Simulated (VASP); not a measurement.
Write the native input for VASP 6.6.1 that does the following.

```
Task                   : single point
Functional             : PBE
Potentials or basis    : VASP PAW PBE potentials, release 64 (W_sv, N)
Cutoff                 : 520 eV
k mesh                 : 8 × 8 × 1
Occupations            : gaussian, width 0.1 eV
Spin                   : no spin polarisation
Dipole correction      : yes
Further INCAR settings : ALGO = Normal; EDIFF = 1e-06; NBANDS = 38
```

The structure of W4N lies in POSCAR:

```
W4N
1.0
    3.1836991685      0.0000000000      0.0000000000
    0.0000000000      3.1836991685      0.0000000000
    0.0000000000      0.0000000000     20.1425775594
W N
4 1
Direct
    0.5000000000      0.5000000000      0.1985843166
    0.0000000000      0.0000000000      0.2776134071
    0.5000000000      0.5000000000      0.3599451789
    0.0000000000      0.0000000000      0.4290700897
    0.3750000000      0.5000000000      0.4629303917
```

The input as run:

INCAR

```
SYSTEM = W4N
PREC = Accurate
ENCUT = 520
EDIFF = 1E-6
ISMEAR = 0
SIGMA = 0.1
LREAL = .FALSE.
LASPH = .TRUE.
NELM = 100
ALGO = Normal
ISIF = 2
LWAVE = .FALSE.
LCHARG = .FALSE.
LDIPOL = .TRUE.
IDIPOL = 3
DIPOL = 0.5 0.5 0.346
GGA = PE
NBANDS = 38
```

KPOINTS

```
Automatic mesh
0
G
  8 8 1
  0 0 0
```

Potentials or basis: VASP PAW PBE potentials, release 64 (W_sv, N).

Launch:

```sh
$ cat potpaw_PBE.64/W_sv/POTCAR potpaw_PBE.64/N/POTCAR > POTCAR
$ mpirun -np 1 vasp_std > vasp.out
```

It gave:

```yaml
Largest_force: 4.462 eV/Å
```

Wall time 2.4 min on 1 thread of Intel(R) Xeon(R) 6975P-C (Granite Rapids), with other jobs on the host, peak memory 0.36 GiB.
